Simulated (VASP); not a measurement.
# Ir (I4_1/amd) in VASP: relaxation of cell and atoms with PBE

Aim: the relaxation of cell and atoms of Ir with PBE.

All numbers are computed with VASP 6.6.1; they aren't measurements. Logs are shortened: lines on timing, memory, paths and dates and some standing lists are left out, and cuts for length are marked.

### 1 The cell of the first run

It takes space group I4_1/amd (No. 141, tetragonal). Conventional cell: a = 4.857 Å, b = 4.857 Å, c = 2.748 Å, α = 90.00°, β = 90.00°, γ = 90.00°. Within 3.3 Å of Ir (site symmetry -4m2) lie 10 Ir at 2.52 to 3.19 Å.

### 2 Relaxation of cell and atoms, PBE

Input file INCAR:

```
PREC = Accurate ; ENCUT = 600
EDIFF = 1E-6 ; ISMEAR = 0
SIGMA = 0.1 ; LREAL = False
LASPH = True ; NELM = 100
ALGO = Fast ; ISIF = 3
LWAVE = False ; LCHARG = False
GGA = PE ; IBRION = 2
NSW = 100 ; EDIFFG = -0.01
```

Input file KPOINTS:

```
regular mesh
0
Gamma
  22 22 22
```

Input file POSCAR:

```
Ir
1.0
   -2.4285325317      2.4285325317      1.3741029506
    2.4285325317     -2.4285325317      1.3741029506
    2.4285325317      2.4285325317     -1.3741029506
Ir
2
Direct
    0.0000000000      0.0000000000      0.0000000000
    0.7500000000      0.2500000000      0.5000000000
```

Potentials or basis: VASP PAW PBE potentials, release 64 (Ir).

The run is started by

```sh
cat potpaw_PBE.64/Ir/POTCAR > POTCAR
mpirun -np 1 vasp_std > vasp.out
```

OUTCAR:

```text
PREC = Accurate
   ENCUT = 600
   EDIFF = 1E-6
   ISMEAR = 0
   LREAL = False
   LASPH = True
   NELM = 100
   ISIF = 3
   GGA = PE
   IBRION = 2
   NSW = 100
   EDIFFG = -0.01

 ion  position               nearest neighbor table
   1  0.000  0.000  0.000-   2 2.52   2 2.52   2 2.52   2 2.52   2 3.19   2 3.19   2 3.19   2 3.19

   2  0.750  0.250  0.500-   1 2.52   1 2.52   1 2.52   1 2.52   1 3.19   1 3.19   1 3.19   1 3.19

  LATTYP: Found a body centered tetragonal cell.
 ALAT       =     4.8570650634
 C/A-ratio  =     0.5658161596

  Lattice vectors:

 A1 = (  -2.4285325317,   2.4285325317,   1.3741029506)
 A2 = (   2.4285325317,  -2.4285325317,   1.3741029506)
 A3 = (   2.4285325317,   2.4285325317,  -1.3741029506)

Analysis of symmetry for initial positions (statically):
=====================================================================
 Subroutine PRICEL returns:
 Original cell was already a primitive cell.

 Routine SETGRP: Setting up the symmetry group for a
 body centered tetragonal supercell.

 Subroutine GETGRP returns: Found 16 space group operations
 (whereof  8 operations were pure point group operations)
 out of a pool of 16 trial point group operations.

The static configuration has the point symmetry D_2d.
 The point group associated with its full space group is D_4h.

Analysis of symmetry for dynamics (positions and initial velocities):
=====================================================================
 Subroutine PRICEL returns:
 Original cell was already a primitive cell.

 Routine SETGRP: Setting up the symmetry group for a
 body centered tetragonal supercell.

 Subroutine GETGRP returns: Found 16 space group operations
 (whereof  8 operations were pure point group operations)
 out of a pool of 16 trial point group operations.

The dynamic configuration has the point symmetry D_2d.
 The point group associated with its full space group is D_4h.

 Subroutine INISYM returns: Found 16 space group operations
 (whereof  8 operations are pure point group operations),
 and found     1 'primitive' translations

----------------------------------------------------------------------------------------

                                     Primitive cell

  volume of cell :      32.4166

  direct lattice vectors                    reciprocal lattice vectors
    -2.428532532  2.428532532  1.374102951     0.000000000  0.205885650  0.363873755
     2.428532532 -2.428532532  1.374102951     0.205885650  0.000000000  0.363873755
     2.428532532  2.428532532 -1.374102951     0.205885650  0.205885650  0.000000000

  length of vectors
     3.699148474  3.699148474  3.699148474     0.418082540  0.418082540  0.291166279

  position of ions in fractional coordinates (direct lattice)
     0.000000000  0.000000000  0.000000000
     0.750000000  0.250000000  0.500000000

  ion indices of the primitive-cell ions
   primitive index   ion index
                 1           1
                 2           2

----------------------------------------------------------------------------------------

 KPOINTS: regular mesh

Automatic generation of k-mesh.
 Grid dimensions read from file:
 generate k-points for:   22   22   22

 Generating k-lattice:

  Cartesian coordinates                     Fractional coordinates (reciprocal lattice)
     0.000000000  0.009358439  0.016539716     0.045454545  0.000000000  0.000000000
     0.009358439  0.000000000  0.016539716     0.000000000  0.045454545  0.000000000
     0.009358439  0.009358439  0.000000000     0.000000000  0.000000000  0.045454545

  Length of vectors
     0.019003752  0.019003752  0.013234831

  Shift w.r.t. Gamma in fractional coordinates (k-lattice)
     0.000000000  0.000000000  0.000000000

 Subroutine IBZKPT returns following result:
 ===========================================

 Found    834 irreducible k-points:

 Following reciprocal coordinates:
            Coordinates               Weight
  0.000000  0.000000  0.000000      1.000000
  0.045455 -0.000000  0.000000      8.000000
  0.090909 -0.000000  0.000000      8.000000
  0.136364  0.000000  0.000000      8.000000
  0.181818  0.000000 -0.000000      8.000000
  0.227273  0.000000 -0.000000      8.000000
[... 16 lines left out ...]
  0.500000  0.045455  0.000000     16.000000
 -0.454545  0.045455  0.000000     16.000000
 [... further k-points ...]
   k-points           NKPTS =    834   k-points in BZ     NKDIM =    834   number of bands    NBANDS=     13
   number of dos      NEDOS =    301   number of ions     NIONS =      2
   total plane-waves  NPLWV =  27000
   dimension x,y,z NGX =    30 NGY =   30 NGZ =   30
   dimension x,y,z NGXF=    60 NGYF=   60 NGZF=   60
   ions per type =               2
   NGX,Y,Z   is equivalent  to a cutoff of  13.48, 13.48, 13.48 a.u.
   NGXF,Y,Z  is equivalent  to a cutoff of  26.97, 26.97, 26.97 a.u.
 SYSTEM =  unknown system
   PREC   = accura    normal or accurate (medium, high low for compatibility)
   ISTART =      0    job   : 0-new  1-cont  2-samecut
   ICHARG =      2    charge: 1-file 2-atom 10-const
   ISPIN  =      1    spin polarized calculation?
   LNONCOLLINEAR =      F non collinear calculations
   LSORBIT =      F    spin-orbit coupling
   LASPH  =      T    aspherical Exc in radial PAW
   ENCUT  =  600.0 eV  44.10 Ry    6.64 a.u.   7.39  7.39  7.39*2*pi/ulx,y,z
   NELM   =    100;   NELMIN=  2; NELMDL= -5     # of ELM steps
   EDIFF  = 0.1E-05   stopping-criterion for ELM
   LREAL  =      F    real-space projection
   EDIFFG = -.1E-01   stopping-criterion for IOM
   NSW    =    100    number of steps for IOM
   IBRION =      2    ionic relax: 0-MD 1-quasi-New 2-CG
   NFREE  =      1    steps in history (QN), initial steepest desc. (CG)
   ISIF   =      3    stress and relaxation
   ISYM   =      2    0-nonsym 1-usesym 2-fastsym
   POTIM  = 0.5000    time-step for ionic-motion
   TEBEG  =    0.0;   TEEND  =   0.0 temperature during run
   PSTRESS=    0.0 pullay stress
   NELECT =      18.0000    total number of electrons
   NUPDOWN=      -1.0000    fix difference up-down
   EMIN   =  10.00;   EMAX   =-10.00  energy-range for DOS
   EFERMI =   0.00;   METHOD = LEGACY
   ISMEAR =     0;   SIGMA  =   0.10  broadening in eV -4-tet -1-fermi 0-gaus
   EFERMI_NEDOS =   21; number of points for ismear=-14 and -15
   IALGO  =     68    algorithm
   IMIX   =      4    mixing-type and parameters
     AMIX     =   0.40;   BMIX     =  1.00
     AMIX_MAG =   1.60;   BMIX_MAG =  1.00
  volume/ion in A,a.u.               =      16.21       109.38
  Fermi-wavevector in a.u.,A,eV,Ry     =   1.345581  2.542780 24.634561  1.810589
  Thomas-Fermi vector in A             =   2.473483
   LORBIT       =      0    0 simple, 1 ext, 2 COOP (PROOUT), +10 PAW based schemes
   GGA     = PE    functional components
   LHFCALC =     F    Hartree Fock is set to
   AEXX    =    0.0000 exact exchange contribution
   IVDW    =     0    specifies the selected vdW correction
   LEPSILON=     F    determine dielectric tensor
   LRPA    =     F    only Hartree local field effects (RPA)
 conjugate gradient relaxation of ions
 non-spin polarized calculation
 RMM-DIIS sequential band-by-band and
 Gauss-broadening in eV      SIGMA  =   0.10
  energy-cutoff  :      600.00
  volume of cell :       32.42
 maximum number of plane-waves:      1117
 NGX is ok and might be reduce to    30
   NGX = 15   NGY = 15   NGZ = 15

--------------------------------------- Ionic step        1  -------------------------------------------

 number of electron      18.0000002 magnetization

 Free energy of the ion-electron system (eV)
  ---------------------------------------------------
  ext. energy  EPLUGINS =         0.00000000
  ---------------------------------------------------
  free energy    TOTEN  =       -16.36842329 eV

  energy without entropy =      -16.35697696  energy(sigma->0) =      -16.36270012

------------------------ aborting loop because EDIFF is reached ----------------------------------------

  FORCE on cell =-STRESS in cart. coord.  units (eV):
  Direction    XX          YY          ZZ          XY          YZ          ZX
  --------------------------------------------------------------------------------------
  -------------------------------------------------------------------------------------
  Total        0.0220890      0.0220890      0.1562402      0.0000000      0.0000000      0.0000000
  in kB        1.0917432      1.0917432      7.7221164      0.0000000      0.0000000      0.0000000
  external PRESSURE =       3.3018676 kB  Pullay stress =       0.0000000 kB
[... 129 lines left out ...]
  energy  without entropy=      -16.3570665948  energy(sigma->0) =      -16.36280713

--------------------------------------- Ionic step        5  -------------------------------------------

 number of electron      18.0000001 magnetization

 Free energy of the ion-electron system (eV)
  ---------------------------------------------------
  ext. energy  EPLUGINS =         0.00000000
  ---------------------------------------------------
  free energy    TOTEN  =       -16.36858068 eV

  energy without entropy =      -16.35709657  energy(sigma->0) =      -16.36283863

 E-fermi :   8.1395     XC(G=0): -13.0711

 val. band max:        8.1392354857   @ k =   0.4091  -0.0000   0.0000
 cond. band min:       8.1402372757   @ k =  -0.4545   0.4545   0.1818
 fundamental gap:      0.0010017900
 Fermi energy:         8.1395219584

 k-point     1 :       0.0000    0.0000    0.0000
  band No.  band energies     occupation
      1      -1.4266      2.00000
      2       1.5331      2.00000
      3       2.4367      2.00000
      4       3.3051      2.00000
      5       4.0563      2.00000
      6       6.9922      2.00000
      7       6.9922      2.00000
      8       7.0821      2.00000
      9       7.0821      2.00000
     10       9.6022      0.00000
     11      10.8443      0.00000
     12      13.6775      0.00000
     13      13.6775      0.00000
[... 353 lines left out ...]
 k-point    24 :      -0.4545    0.0455    0.0000
  band No.  band energies     occupation
      1       1.8505      2.00000
      2       2.4101      2.00000
      3       3.1177      2.00000
      4       3.6192      2.00000
      5       5.2675      2.00000
      6       5.7579      2.00000
      7       6.3166      2.00000
      8       7.7378      2.00000
      9       8.2981      0.02492
     10       8.8879      0.00000
     11       9.6639      0.00000
     12      13.7327      0.00000
     13      15.6364      0.00000

 [... further k-points ...]

------------------------ aborting loop because EDIFF is reached ----------------------------------------

  FORCE on cell =-STRESS in cart. coord.  units (eV):
  Direction    XX          YY          ZZ          XY          YZ          ZX
  --------------------------------------------------------------------------------------
  -------------------------------------------------------------------------------------
  Total        0.0070152      0.0070152     -0.0050620      0.0000000      0.0000000      0.0000000
  in kB        0.3462233      0.3462233     -0.2498290      0.0000000      0.0000000      0.0000000
  external PRESSURE =       0.1475392 kB  Pullay stress =       0.0000000 kB
[... 17 lines left out ...]
  FREE ENERGIE OF THE ION-ELECTRON SYSTEM (eV)
  ---------------------------------------------------
  free  energy   TOTEN  =       -16.3685806816 eV

  energy  without entropy=      -16.3570965708  energy(sigma->0) =      -16.36283863

 reached required accuracy - stopping structural energy minimisation
```

Wall time 9.1 min (1 thread of Intel Xeon 6975P-C (Granite Rapids), shared host); peak memory 0.52 GiB.

Results:

```yaml
Free_energy: -16.3686 eV
Relaxed_volume: 16.23 Å³/atom
Relaxed_cell: a = 3.699 Å, b = 3.699 Å, c = 3.699 Å, α = 97.97°, β = 97.97°, γ = 136.29°
Space_group_after_relaxing_to_0.1_Å: I4_1/amd (No. 141)
Energy_gained_by_relaxing: 0.1 meV/atom
Ionic_steps: 5
Pressure_after_relaxing: 0.0 GPa
Band_gap_on_the_k_mesh: zero (bands 9 and 10 overlap by 2.69 eV)
```

The path:
```csv
step,energy change (eV),largest force (eV/Å),pressure (GPa),volume (Å³)
1,0.0000,0.0000,0.33,32.42
2,0.0002,0.0000,-0.99,32.57
3,-0.0001,0.0000,-0.15,32.48
4,-0.0001,0.0000,0.17,32.45
5,-0.0002,0.0000,0.01,32.46
```

Final structure:
```
Ir
1.0
    -2.42763    2.42763    1.37711
     2.42763   -2.42763    1.37711
     2.42763    2.42763   -1.37711
Ir
2
Cartesian
  0.0000 0.0000 0.0000
  0.0000 2.4276 0.6886
```

Caveat: spin-orbit coupling is left out, which moves the levels of the heavy elements.
